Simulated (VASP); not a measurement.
## Co: single point with PBE

Co:

```
Co
1.0
     2.50740    0.00000    0.00000
    -1.25370    2.17147    0.00000
     0.00000    0.00000    4.06990
Co
2
Direct
  0.33333 0.66667 0.25000
  0.66667 0.33333 0.75000
```

```json
{
  "Program": "VASP 6.6.1",
  "Task": "single point",
  "Functional": "PBE",
  "Potentials or basis": "VASP PAW PBE potentials, release 64 (Co)",
  "Cutoff": "520 eV",
  "k mesh": "18 × 18 × 10",
  "Occupations": "gaussian, width 0.1 eV",
  "Spin": "collinear spin, ferromagnetic start",
  "Starting moments": "[1.84, 1.84] μB"
}
```

```yaml
Pressure: -5.0 GPa
Net_moment: 3.21 μB per cell
Site_moments: Co +1.63 μB
Valence_electrons_inside_the_program's_atomic_spheres: Co 8.23
```

Stress tensor (GPa, compression positive):
```
-4.72  0.00  0.00
 0.00 -4.72  0.00
 0.00  0.00 -5.52
```

Levels at points of the mesh, in eV from the Fermi level:
Spin up:
```csv
k point,band 9,band 10,band 11,band 12,band 13,band 14
"(0.00, 0.00, 0.00)",-1.92,-0.87,-0.87,-0.10,6.12,21.85
"(0.50, 0.00, 0.00)",-0.66,-0.58,1.26,3.22,9.50,10.12
"(0.00, 0.00, 0.50)",-1.17,-1.17,-1.17,-1.17,14.69,14.69
"(0.50, 0.00, 0.50)",-0.64,-0.64,1.57,1.57,7.08,7.08
```
Spin down:
| k point | band 5 | band 6 | band 7 | band 8 | band 9 | band 10 |
| --- | --- | --- | --- | --- | --- | --- |
| (0.00, 0.00, 0.00) | -0.93 | -0.58 | -0.58 | -0.18 | -0.14 | -0.14 |
| (0.50, 0.00, 0.00) | -1.06 | -1.00 | -0.61 | 1.15 | 1.27 | 1.31 |
| (0.00, 0.00, 0.50) | -0.98 | -0.98 | -0.98 | -0.98 | 0.69 | 0.69 |
| (0.50, 0.00, 0.50) | -0.04 | -0.04 | 0.24 | 0.24 | 1.24 | 1.24 |

It took 110 s on 1 thread of Intel(R) Xeon(R) Platinum 8488C (Sapphire Rapids), on a shared host, peak memory 0.25 GiB.
